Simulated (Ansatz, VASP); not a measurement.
# Two plane-wave programs on Hf2N

Contents of POSCAR:

```
Hf2N
1.0
    5.3131240200      0.0000000000      0.0000000000
    0.0000000000      5.3131240200      0.0000000000
    0.0000000000      0.0000000000      3.2420983900
Hf N
4 2
Direct
    0.2955363700      0.2955363700      0.0000000000
    0.7044636300      0.7044636300      0.0000000000
    0.7955363700      0.2044636300      0.5000000000
    0.2044636300      0.7955363700      0.5000000000
    0.0000000000      0.0000000000      0.0000000000
    0.5000000000      0.5000000000      0.5000000000
```

The input INCAR.step1:

```
SYSTEM = Hf2N
ALGO = Normal
EDIFF = 1E-4
ENCUT = 520
GGA = PE
ISMEAR = 0
LASPH = .True.
LCHARG = .False.
LREAL = .False.
LWAVE = .True.
NBANDS = 34
NELM = 80
PREC = Accurate
SIGMA = 0.1
```

INCAR.step2

```
SYSTEM = Hf2N
ALGO = Normal
EDIFF = 1E-6
ENCUT = 520
ISIF = 2
ISMEAR = 0
ISTART = 1
LASPH = .True.
LCHARG = .False.
LMIXTAU = .True.
LREAL = .False.
LWAVE = .False.
METAGGA = R2SCAN
NBANDS = 34
NELM = 80
PREC = Accurate
SIGMA = 0.1
```

KPOINTS

```
k-points
0
Gamma
  2 2 4
  0 0 0
```

Input for Ansatz:

```yaml
crystal:
  lattice:
    - [5.31312402, 0.0, 0.0]
    - [0.0, 5.31312402, 0.0]
    - [0.0, 0.0, 3.24209839]
  atoms:
    - { symbol: Hf, position: [0.29553637, 0.29553637, 0.0] }
    - { symbol: Hf, position: [0.70446363, 0.70446363, 0.0] }
    - { symbol: Hf, position: [0.79553637, 0.20446363, 0.5] }
    - { symbol: Hf, position: [0.20446363, 0.79553637, 0.5] }
    - { symbol: "N", position: [0.0, 0.0, 0.0] }
    - { symbol: "N", position: [0.5, 0.5, 0.5] }
basis:
  ecutwfc: 500
kpoints:
  mp_grid: { grid: [2, 2, 4] }
hamiltonian:
  xc: r2scan
scf:
  occupations: { method: gaussian, width: 0.1 }
output:
  forces: true
  stress: true
  eigenvalues: true
```

Alike in both runs: task single point; functional r2SCAN; k mesh 2 × 2 × 4; occupations gaussian, width 0.1 eV; no spin polarisation.

```csv
,VASP,Ansatz
version,VASP 6.6.1,Ansatz 0.2.0
potentials or method,"VASP PAW PBE potentials, release 64 (Hf_pv, N), cutoff 520 eV","scalar-relativistic, plane waves, PAW"
valence electrons in the cell,50,114
```

Ansatz gave:

* gap on the k mesh at the Fermi level (eV): none
* pressure (GPa): 1.2
* traceless stress, the component that is largest in VASP (GPa): 1.93
* rms of the force components (eV/Å): 0.051

Task: Which values does VASP return?

Result: gap on the k mesh at the Fermi level (eV): none; pressure (GPa): -0.3; traceless stress, the component that is largest in VASP (GPa): 1.84; rms of the force components (eV/Å): 0.044.

VASP's potentials were made for PBE, not for r2SCAN. Atom by atom the forces differ by 0.008 eV/Å (rms over components). A gap of «none» marks a metal or a gap that the smearing closes. VASP's potentials hold 50 valence electrons a cell and Ansatz's 114, so a difference there can come from the potentials and not from the codes.

The k mesh is coarse, so the values compare programs but aren't converged. Spin-orbit coupling is off throughout.
